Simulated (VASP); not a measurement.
Runs of VASP 6.6.1 on Pt. The structure is that of space group Fm-3m (No. 225), or close to it. The cells are those of the table. 

```csv
task,cell,cutoff (eV),k mesh for the DOS,occupations for the DOS,gap on the mesh (eV),pressure (GPa)
single point,"a = 2.656 Å, angles 60.0°, 1 atom",520,-,-,none,(a)
single point,"a = 2.437 Å, angles 60.0°, 1 atom",520,-,-,none,302.9
relaxation of cell and atoms,"relaxed from a = 2.771 Å, angles 60.0°, 1 atom",600,-,-,none,0.0
single point,"a = 2.771 Å, angles 60.0°, 1 atom",520,-,-,none,-0.5
single point,"a = 2.551 Å, angles 60.0°, 1 atom",520,-,-,none,137.0
```

Alike in all rows: level PBEsol; potentials or basis VASP PAW PBE potentials, release 64 (Pt); no spin polarisation; k mesh 18 × 18 × 18; smearing fermi-dirac 0.08 eV.

Fill in the values left out.

(a) 51.0.

Caveats: the PAW data sets were made with another functional, which shifts forces and pressure a little; spin-orbit coupling is left out, which moves the levels of the heavy elements.

A k mesh can miss the band edges, and the runs leave out spin-orbit coupling on Pt.

A gap of «none» marks levels without a gap at the run's occupations.
